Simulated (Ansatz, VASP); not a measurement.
# C: VASP beside Ansatz

```
CELL_PARAMETERS angstrom
2.44490 0.00000 0.00000
-1.22245 2.11734 0.00000
0.00000 0.00000 6.65403
ATOMIC_POSITIONS crystal
C 0.00000 0.00000 0.00250
C 0.00000 0.00000 0.50250
C 0.33333 0.66667 0.00250
C 0.66667 0.33333 0.50250
```

Alike in both runs: functional LDA; k mesh 20 × 20 × 6; occupations fermi-dirac, width 0.08 eV; no spin polarisation.

Ansatz relaxed the structure, and its values are those at the end. VASP's run is a single point on that final structure, the one shown.

|  | VASP | Ansatz |
| --- | --- | --- |
| version | VASP 6.6.1 | Ansatz 0.2.0 |
| potentials or method | VASP PAW LDA potentials, release 64 (C) | PAW with Ansatz's default frozen-core files, scalar-relativistic |
| plane-wave cutoff (eV) | 520 | 420 |
| valence electrons in the cell | 16 | 16 |

Ansatz gave:

- pressure (GPa): 0.0

Task: What did VASP give for the same quantities?

Result: Pressure (GPa): 0.8.

LDA's correlation is that of Perdew and Zunger in VASP and of Perdew and Wang (1992) in Ansatz.
